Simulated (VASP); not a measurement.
Wanted: the native input for a VASP 6.6.1 run.

- Task: single point
- Functional: PBE
- Potentials or basis: VASP PAW PBE potentials, release 64 (In_d, Ga_d, N)
- Cutoff: 520 eV
- k mesh: 6 × 6 × 4
- Occupations: gaussian, width 0.1 eV
- Spin: collinear spin, ferromagnetic start
- Starting moments: [0.0, 0.0, 0.0, 0.0, 1.0, 1.0] μB
- Dipole correction: no
- Further INCAR settings: ALGO = Normal; EDIFF = 1e-07; NBANDS = 44

The structure of In3GaN2 lies in POSCAR:

```
In3GaN2
1.0
    5.5729592393      0.0000000000      0.0000000000
   -2.7864796196      4.8263242754      0.0000000000
    0.0000000000      0.0000000000      6.0118641372
In Ga N
3 1 2
Direct
    0.0000000000      0.0000000000      0.5000000000
    0.3333333333      0.6666666667      0.0000000000
    0.3333333333      0.6666666667      0.5000000000
    0.0000000000      0.0000000000      0.0000000000
    0.6666666667      0.3333333333      0.4071384685
    0.6666666667      0.3333333333      0.5928615315
```

These files were run (other wordings do the same):

INCAR

```
PREC     = Accurate       # precision mode
ENCUT    = 520            # plane-wave cutoff, eV
EDIFF    = 1E-7           # SCF threshold, eV
ISMEAR   = 0              # smearing method
SIGMA    = 0.1            # smearing width, eV
LREAL    = False          # projectors in reciprocal space
LASPH    = True           # aspherical terms in the spheres
NELM     = 150            # most SCF steps
ALGO     = Normal         # electronic algorithm
ISIF     = 2              # what is computed and relaxed
LWAVE    = False          # write WAVECAR
LCHARG   = False          # write CHGCAR
ISPIN    = 2              # spin polarisation
MAGMOM   = 0 0 0 0 1 1    # initial moments
LORBIT   = 11             # projections on sites
GGA      = PE             # functional
NBANDS   = 44             # bands
```

KPOINTS

```
Automatic mesh
0
Gamma
  6 6 4
```

Potentials or basis: VASP PAW PBE potentials, release 64 (In_d, Ga_d, N).

Command:

```bash
$ cat potpaw_PBE.64/In_d/POTCAR potpaw_PBE.64/Ga_d/POTCAR potpaw_PBE.64/N/POTCAR > POTCAR
$ mpirun -np 1 vasp_std > vasp.out
```

Results of the run:

```
Pressure                                              : 0.5 GPa
Largest force                                         : 1.422 eV/Å
Band gap on the k mesh                                : zero (filled and empty bands overlap)
Net moment                                            : 0.00 μB per cell
Valence electrons inside the program's atomic spheres : In 11.32, 11.29, 11.35; Ga 11.43; N 3.85
```

Caveat: the standard files for N, O and F lose accuracy on very short bonds; spin-orbit coupling is left out, which moves the levels of the heavy elements; forces of over 1 eV/Å act on the atoms, so gaps and moduli don't describe the material at rest.

Wall time 6.6 min on 1 thread of Intel(R) Xeon(R) Platinum 8259CL CPU @ 2.50GHz (Skylake/Cascade Lake), on a shared host, peak memory 0.47 GiB.
